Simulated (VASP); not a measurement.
Write the native input for VASP 6.6.1 that does the following.

* Task: single point
* Functional: PBEsol
* Dispersion: D3(BJ)
* Potentials or basis: VASP PAW PBE potentials, release 64 (Hg)
* Cutoff: 520 eV
* k mesh: 18 × 18 × 10
* Occupations: gaussian, width 0.15 eV
* Spin: no spin polarisation
* Dipole correction: no
* Further INCAR settings: ALGO = Fast; EDIFF = 1e-06; NBANDS = 19

The structure of Hg lies in POSCAR:

```
Hg
1.0
    3.1506933753      0.0000000000      0.0000000000
   -1.5753466876      2.7285805025      0.0000000000
    0.0000000000      0.0000000000      5.4714941155
Hg
2
Direct
    0.6666666667      0.3333333333      0.7500000000
    0.3333333333      0.6666666667      0.2500000000
```

These files were run (other wordings do the same):

INCAR

```
SYSTEM = Hg
PREC = Accurate
ENCUT = 520
EDIFF = 1E-6
ISMEAR = 0
SIGMA = 0.15
LREAL = .False.
LASPH = .True.
NELM = 80
ALGO = Fast
ISIF = 2
LWAVE = .False.
LCHARG = .False.
GGA = PS
IVDW = 12
NBANDS = 19
```

KPOINTS

```
Automatic mesh
0
Gamma
  18 18 10
  0 0 0
```

Potentials or basis: VASP PAW PBE potentials, release 64 (Hg).

Command:

```bash
$ cat potpaw_PBE.64/Hg/POTCAR > POTCAR
$ mpirun -np 1 vasp_std > vasp.out
```

It gave:

The pressure is -2.6 GPa and the band gap on the k mesh is zero (bands 12 and 13 overlap by 2.06 eV). The dispersion energy per atom is -0.424 eV.

Caveat: the PAW data sets were made with another functional, which shifts forces and pressure a little; spin-orbit coupling is left out, which moves the levels of the heavy elements.

It took 2.7 min on 1 thread of Intel Xeon 8259CL (shared host), peak memory 0.29 GiB.
